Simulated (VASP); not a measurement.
# Al2O3 (R-3c) in VASP: a series of runs, part 2 of 2

VASP 6.6.1. The steps go on from the part before.

## 3. Relaxation of cell and atoms, PBE

This run uses another cell than the first one, of 7.45 Å³/atom.

The input, INCAR:

```
SYSTEM = Al2O3
PREC = Accurate
ENCUT = 600
EDIFF = 1E-7
ISMEAR = -1
SIGMA = 0.02
LREAL = .False.
LASPH = .True.
NELM = 100
ALGO = Normal
ISIF = 3
LWAVE = .False.
LCHARG = .False.
GGA = PE
IBRION = 2
NSW = 80
EDIFFG = -0.005
```

The input, KPOINTS:

```
regular mesh
0
Gamma
  6 6 6
  0 0 0
```

The input, POSCAR:

```
Al2O3
1.0
    2.2808387500      1.3168428663      4.1359209333
   -2.2808387500      1.3168428663      4.1359209333
    0.0000000000     -2.6336857326      4.1359209333
Al O
4 6
Direct
    0.8550000000      0.8550000000      0.8550000000
    0.3550000000      0.3550000000      0.3550000000
    0.1450000000      0.1450000000      0.1450000000
    0.6450000000      0.6450000000      0.6450000000
    0.4450000000      0.0550000000      0.7500000000
    0.0550000000      0.7500000000      0.4450000000
    0.5550000000      0.9450000000      0.2500000000
    0.2500000000      0.5550000000      0.9450000000
    0.9450000000      0.2500000000      0.5550000000
    0.7500000000      0.4450000000      0.0550000000
```

Potentials or basis: VASP PAW PBE potentials, release 64 (Al, O).

On the command line:

```bash
cat potpaw_PBE.64/Al/POTCAR potpaw_PBE.64/O/POTCAR > POTCAR
mpirun -np 1 vasp_std > vasp.out
```

OUTCAR:

```text
SYSTEM = Al2O3
   PREC = Accurate
   ENCUT = 600
   EDIFF = 1E-7
   ISMEAR = -1
   LREAL = .False.
   LASPH = .True.
   NELM = 100
   ISIF = 3
   GGA = PE
   IBRION = 2
   NSW = 80
   EDIFFG = -0.005

 ion  position               nearest neighbor table
   1  0.855  0.855  0.855-   8 1.76   7 1.76   9 1.76   5 1.91   6 1.91  10 1.91   4 2.61   3 2.69
                             3 2.69   3 2.69   4 3.05   4 3.05   4 3.05   2 3.35   2 3.35   2 3.35
   2  0.355  0.355  0.355-   6 1.76   5 1.76  10 1.76   7 1.91   9 1.91   8 1.91   3 2.61   4 2.69
                             4 2.69   4 2.69   3 3.05   3 3.05   3 3.05   1 3.35   1 3.35   1 3.35
   3  0.145  0.145  0.145-  10 1.76   5 1.76   6 1.76   7 1.91   9 1.91   8 1.91   2 2.61   1 2.69
                             1 2.69   1 2.69   2 3.05   2 3.05   2 3.05   4 3.35   4 3.35   4 3.35
   4  0.645  0.645  0.645-   9 1.76   7 1.76   8 1.76   5 1.91   6 1.91  10 1.91   1 2.61   2 2.69
                             2 2.69   2 2.69   1 3.05   1 3.05   1 3.05   3 3.35   3 3.35   3 3.35
   5  0.445  0.055  0.750-   2 1.76   3 1.76   1 1.91   4 1.91
   6  0.055  0.750  0.445-   2 1.76   3 1.76   1 1.91   4 1.91
   7  0.555  0.945  0.250-   1 1.76   4 1.76   3 1.91   2 1.91
   8  0.250  0.555  0.945-   1 1.76   4 1.76   3 1.91   2 1.91
   9  0.945  0.250  0.555-   4 1.76   1 1.76   3 1.91   2 1.91
  10  0.750  0.445  0.055-   3 1.76   2 1.76   1 1.91   4 1.91

  LATTYP: Found a trigonal (rhomboedric) cell.
 ALAT       =     4.9032787504
 COS(alpha) =     0.5672411140

  Lattice vectors:

 A1 = (   2.2808387500,   1.3168428663,   4.1359209333)
 A2 = (  -2.2808387500,   1.3168428663,   4.1359209333)
 A3 = (   0.0000000000,  -2.6336857326,   4.1359209333)

Analysis of symmetry for initial positions (statically):
=====================================================================
 Subroutine PRICEL returns:
 Original cell was already a primitive cell.

 Routine SETGRP: Setting up the symmetry group for a
 trigonal (rhombohedral) supercell.

 Subroutine GETGRP returns: Found 12 space group operations
 (whereof  6 operations were pure point group operations)
 out of a pool of 12 trial point group operations.

The static configuration has the point symmetry S_6 .
 The point group associated with its full space group is D_3d.

Analysis of symmetry for dynamics (positions and initial velocities):
=====================================================================
 Subroutine PRICEL returns:
 Original cell was already a primitive cell.

 Routine SETGRP: Setting up the symmetry group for a
 trigonal (rhombohedral) supercell.

 Subroutine GETGRP returns: Found 12 space group operations
 (whereof  6 operations were pure point group operations)
 out of a pool of 12 trial point group operations.

The dynamic configuration has the point symmetry S_6 .
 The point group associated with its full space group is D_3d.

 Subroutine INISYM returns: Found 12 space group operations
 (whereof  6 operations are pure point group operations),
 and found     1 'primitive' translations

----------------------------------------------------------------------------------------

                                     Primitive cell

  volume of cell :      74.5336

  direct lattice vectors                    reciprocal lattice vectors
     2.280838750  1.316842866  4.135920933     0.219217601  0.126565341  0.080594706
    -2.280838750  1.316842866  4.135920933    -0.219217601  0.126565341  0.080594706
     0.000000000 -2.633685733  4.135920933     0.000000000 -0.253130682  0.080594706

  length of vectors
[... 91 lines left out ...]
   ICHARG =      2    charge: 1-file 2-atom 10-const
   ISPIN  =      1    spin polarized calculation?
   LNONCOLLINEAR =      F non collinear calculations
   LSORBIT =      F    spin-orbit coupling
   LASPH  =      T    aspherical Exc in radial PAW
   ENCUT  =  600.0 eV  44.10 Ry    6.64 a.u.   9.79  9.79  9.79*2*pi/ulx,y,z
   NELM   =    100;   NELMIN=  2; NELMDL= -5     # of ELM steps
   EDIFF  = 0.1E-06   stopping-criterion for ELM
   LREAL  =      F    real-space projection
   EDIFFG = -.5E-02   stopping-criterion for IOM
   NSW    =     80    number of steps for IOM
   IBRION =      2    ionic relax: 0-MD 1-quasi-New 2-CG
   NFREE  =      1    steps in history (QN), initial steepest desc. (CG)
   ISIF   =      3    stress and relaxation
   ISYM   =      2    0-nonsym 1-usesym 2-fastsym
   POTIM  = 0.5000    time-step for ionic-motion
   TEBEG  =    0.0;   TEEND  =   0.0 temperature during run
   PSTRESS=    0.0 pullay stress
   NELECT =      48.0000    total number of electrons
   NUPDOWN=      -1.0000    fix difference up-down
   EMIN   =  10.00;   EMAX   =-10.00  energy-range for DOS
   EFERMI =   0.00;   METHOD = LEGACY
   ISMEAR =    -1;   SIGMA  =   0.02  broadening in eV -4-tet -1-fermi 0-gaus
   EFERMI_NEDOS =   21; number of points for ismear=-14 and -15
   IALGO  =     38    algorithm
   IMIX   =      4    mixing-type and parameters
     AMIX     =   0.40;   BMIX     =  1.00
     AMIX_MAG =   1.60;   BMIX_MAG =  1.00
  volume/ion in A,a.u.               =       7.45        50.30
  Fermi-wavevector in a.u.,A,eV,Ry     =   1.413746  2.671592 27.193643  1.998676
  Thomas-Fermi vector in A             =   2.535359
   LORBIT       =      0    0 simple, 1 ext, 2 COOP (PROOUT), +10 PAW based schemes
   GGA     = PE    functional components
   LHFCALC =     F    Hartree Fock is set to
   AEXX    =    0.0000 exact exchange contribution
   IVDW    =     0    specifies the selected vdW correction
   LEPSILON=     F    determine dielectric tensor
   LRPA    =     F    only Hartree local field effects (RPA)
 conjugate gradient relaxation of ions
 non-spin polarized calculation
  energy-cutoff  :      600.00
  volume of cell :       74.53
 maximum number of plane-waves:      2506
   NGX = 19   NGY = 19   NGZ = 19

--------------------------------------- Ionic step        1  -------------------------------------------

 number of electron      47.9999995 magnetization

 Free energy of the ion-electron system (eV)
  ---------------------------------------------------
  ext. energy  EPLUGINS =         0.00000000
  ---------------------------------------------------
  free energy    TOTEN  =       -72.90977692 eV

  energy without entropy =      -72.90977692  energy(sigma->0) =      -72.90977692

------------------------ aborting loop because EDIFF is reached ----------------------------------------

  FORCE on cell =-STRESS in cart. coord.  units (eV):
  Direction    XX          YY          ZZ          XY          YZ          ZX
  --------------------------------------------------------------------------------------
  -------------------------------------------------------------------------------------
  Total       25.2700199     25.2700199     21.6819516      0.0000000      0.0000000      0.0000000
  in kB      543.2054889    543.2054889    466.0762103      0.0000000      0.0000000      0.0000000
  external PRESSURE =     517.4957293 kB  Pullay stress =       0.0000000 kB
[... 113 lines left out ...]
  FREE ENERGIE OF THE ION-ELECTRON SYSTEM (eV)
  ---------------------------------------------------
  free  energy   TOTEN  =       -74.7841466885 eV

  energy  without entropy=      -74.7841466885  energy(sigma->0) =      -74.78414669

[... ionic steps 4 to 8 ...]

--------------------------------------- Ionic step        9  -------------------------------------------

 number of electron      48.0000008 magnetization

------------------------ aborting loop because EDIFF is reached ----------------------------------------
[... 83 lines left out ...]
--------------------------------------- Ionic step       11  -------------------------------------------

 number of electron      48.0000008 magnetization

 Free energy of the ion-electron system (eV)
  ---------------------------------------------------
  ext. energy  EPLUGINS =         0.00000000
  ---------------------------------------------------
  free energy    TOTEN  =       -74.79576392 eV

  energy without entropy =      -74.79576392  energy(sigma->0) =      -74.79576392

 E-fermi :   6.2258     XC(G=0): -11.5421

 val. band max:        5.8111062723   @ k =   0.0000   0.0000   0.0000
 cond. band min:      11.6650974781   @ k =   0.0000   0.0000   0.0000
 fundamental gap:      5.8539912058
 Fermi energy:         6.2257522192

 k-point     1 :       0.0000    0.0000    0.0000
  band No.  band energies     occupation
      1     -13.2105      2.00000
      2     -10.9857      2.00000
      3     -10.7241      2.00000
      4     -10.7241      2.00000
      5     -10.4171      2.00000
      6     -10.4171      2.00000
[... 781 lines left out ...]
     29      15.9921      0.00000
     30      16.7513      0.00000

 [... further k-points ...]
[... 5 lines left out ...]
  --------------------------------------------------------------------------------------
  -------------------------------------------------------------------------------------
  Total       -0.0116442     -0.0116442      0.0262508      0.0000000     -0.0000000      0.0000000
  in kB       -0.2131375     -0.2131375      0.4804980      0.0000000     -0.0000000      0.0000000
  external PRESSURE =       0.0180744 kB  Pullay stress =       0.0000000 kB
[... 25 lines left out ...]
  FREE ENERGIE OF THE ION-ELECTRON SYSTEM (eV)
  ---------------------------------------------------
  free  energy   TOTEN  =       -74.7957639218 eV

  energy  without entropy=      -74.7957639218  energy(sigma->0) =      -74.79576392

 reached required accuracy - stopping structural energy minimisation
```

Run time: 17 min. Hardware: 1 thread of Intel Xeon 8259CL, shared host; peak memory 0.28 GiB.

What came out:

```yaml
Free_energy: -74.7958 eV
Relaxed_volume: 8.75 Å³/atom
Relaxed_cell: a = 5.179 Å, b = 5.179 Å, c = 5.179 Å, α = 55.31°, β = 55.31°, γ = 55.31°
Space_group_after_relaxing_to_0.1_Å: R-3c (No. 167)
Energy_gained_by_relaxing: 188.6 meV/atom
Ionic_steps: 11
Pressure_after_relaxing: 0.0 GPa
Band_gap_on_the_k_mesh: 5.85 eV
```

Step by step:
```tsv
step	energy change (eV)	largest force (eV/Å)	pressure (GPa)	volume (Å³)
1	0.0000	0.8913	51.75	74.53
2	-0.2327	0.1805	-28.06	103.63
3	-1.8744	0.1192	-1.04	87.91
4	-1.8756	0.1298	-0.20	87.59
5	-1.8753	0.1393	0.53	87.32
6	-1.8835	0.1012	0.49	87.35
7	-1.8848	0.0784	0.47	87.37
8	-1.8858	0.0033	-0.44	87.70
9	-1.8859	0.0202	-0.22	87.62
10	-1.8860	0.0037	0.06	87.51
11	-1.8860	0.0012	0.00	87.53
```

Final structure:
```
Al O
1.0
     2.40399    1.38794    4.37225
    -2.40399    1.38794    4.37225
     0.00000   -2.77589    4.37225
Al O
4 6
Direct
  0.85218 0.85218 0.85218
  0.35218 0.35218 0.35218
  0.14782 0.14782 0.14782
  0.64782 0.64782 0.64782
  0.44385 0.05615 0.75000
  0.05615 0.75000 0.44385
  0.55615 0.94385 0.25000
  0.25000 0.55615 0.94385
  0.94385 0.25000 0.55615
  0.75000 0.44385 0.05615
```

Levels at points of the mesh, in eV from the valence-band top:
| k point | band 21 | band 22 | band 23 | band 24 | band 25 | band 26 | band 27 | band 28 |
| --- | --- | --- | --- | --- | --- | --- | --- | --- |
| (0.00, 0.00, 0.00) | -0.46 | -0.04 | -0.04 | 0.00 | 5.85 | 8.90 | 10.37 | 11.28 |
| (0.50, 0.00, 0.00) | -0.86 | -0.86 | -0.25 | -0.25 | 9.14 | 9.14 | 9.35 | 9.35 |
| (0.50, 0.50, 0.00) | -0.97 | -0.88 | -0.70 | -0.23 | 9.36 | 9.49 | 9.62 | 10.14 |
| (0.50, 0.50, 0.50) | -0.36 | -0.36 | -0.36 | -0.36 | 8.35 | 8.35 | 10.85 | 10.85 |

Caveat: the volume moved by over 15 % at a fixed basis, so the end points are rough.
